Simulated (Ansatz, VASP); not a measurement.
**InP in VASP and in Ansatz**

```
In P
1.0
     0.00000    2.93050    2.93050
     2.93050    0.00000    2.93050
     2.93050    2.93050    0.00000
In P
1 1
Direct
  0.00000 0.00000 0.00000
  0.75000 0.75000 0.75000
```

Alike in both runs: functional HSE06; k mesh 6 × 6 × 6; no spin polarisation.

|  | VASP | Ansatz |
| --- | --- | --- |
| version | VASP 6.6.1 | Ansatz 0.2.0 |
| potentials or method | VASP PAW PBE potentials, release 64 (In_d, P) | Ansatz PAW |
| plane-wave cutoff (eV) | 520 | 420 |
| occupations | gaussian, width 0.01 eV | fixed |
| valence electrons in the cell | 18 | 18 |
| task | single point | band structure |

Ansatz gave:

| Property | Result |
| --- | --- |
| gap on the k mesh at the Fermi level (eV) | 1.50 |
| least direct gap on the mesh (eV) | 1.50 |
| pressure (GPa) | 1.5 |

Task: Which values does VASP return?

Result: gap on the k mesh at the Fermi level (eV): 1.50; least direct gap on the mesh (eV): 1.50; pressure (GPa): 1.4.
